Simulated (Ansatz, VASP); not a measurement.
**BaTiO3: VASP beside Ansatz**

The input INCAR:

```
PREC     = Accurate       # precision mode
ENCUT    = 520            # plane-wave cutoff, eV
EDIFF    = 1E-8           # SCF threshold, eV
ISMEAR   = -1             # smearing method
SIGMA    = 0.08           # smearing width, eV
LREAL    = False          # projectors in reciprocal space
LASPH    = True           # aspherical terms in the spheres
NELM     = 100            # most SCF steps
ALGO     = Normal         # electronic algorithm
ISIF     = 2              # what is computed and relaxed
LWAVE    = False          # write WAVECAR
LCHARG   = False          # write CHGCAR
GGA      = PS             # functional
LEFG     = True         
NBANDS   = 28             # bands
```

KPOINTS

```
Automatic mesh
0
Gamma
  7 7 7
```

File POSCAR:

```
BaTiO3
1.0
    3.9998000000     -0.0599970000     -0.0599970000
   -0.0599970000      3.9998000000     -0.0599970000
   -0.0602700000     -0.0602700000      4.0180000000
Ba Ti O
1 1 3
Direct
    0.0000000000      0.0000000000      0.0000000000
    0.5000000000      0.5000000000      0.4820000000
    0.5000000000      0.5000000000      0.0160000000
    0.5000000000      0.0000000000      0.5150000000
    0.0000000000      0.5000000000      0.5150000000
```

Input for Ansatz:

```yaml
crystal:
  lattice:
    - [3.9998, -0.059997, -0.059997]
    - [-0.059997, 3.9998, -0.059997]
    - [-0.06027, -0.06027, 4.018]
  atoms:
    - { symbol: Ba, position: [0.0, 0.0, 0.0] }
    - { symbol: Ti, position: [0.5, 0.5, 0.482] }
    - { symbol: O, position: [0.5, 0.5, 0.016] }
    - { symbol: O, position: [0.5, 0.0, 0.515] }
    - { symbol: O, position: [0.0, 0.5, 0.515] }
kpoints:
  mp_grid: { grid: [7, 7, 7] }
scf:
  occupations: { method: fermi_dirac, width: 0.08 }
hamiltonian:
  xc: pbesol
  pseudopotentials: { kind: all_electron, datasets: crystal }
output:
  forces: true
  stress: true
  eigenvalues: true
  efg: { contact_densities: true }
```

Change from the starting cell: equal xy, yz and zx shear strains of -3 %, crystal datasets.

Alike in both runs: task electric field gradients; functional PBEsol; k mesh 7 × 7 × 7; occupations fermi-dirac, width 0.08 eV; no spin polarisation.

|  | VASP | Ansatz |
| --- | --- | --- |
| version | VASP 6.6.1 | Ansatz 0.2.0 |
| potentials or method | VASP PAW PBE potentials, release 64 (Ba_sv, Ti_sv, O), cutoff 520 eV | all-electron PAW with datasets made for the crystal, scalar-relativistic |

|  | VASP | Ansatz | Ansatz less VASP |
| --- | --- | --- | --- |
| pressure (GPa) | -1.5 | -3.4 | -1.83 |
| traceless stress, the component that is largest in VASP (GPa) | 3.77 | 3.66 | -0.107 |
| rms of the force components (eV/Å) | 0.119 | 0.128 | +0.0088 |
| size of Vzz on the site where it differs most (V/Å²) | 35.2 | 32.6 | -2.63 |

VASP's potentials were made for PBE, not for PBEsol. Atom by atom the forces differ by 0.019 eV/Å (rms over components). Ansatz ran all-electron here, and VASP with PAW potentials. Ansatz's warnings: printed levels off.

Neither program's run includes spin-orbit coupling.
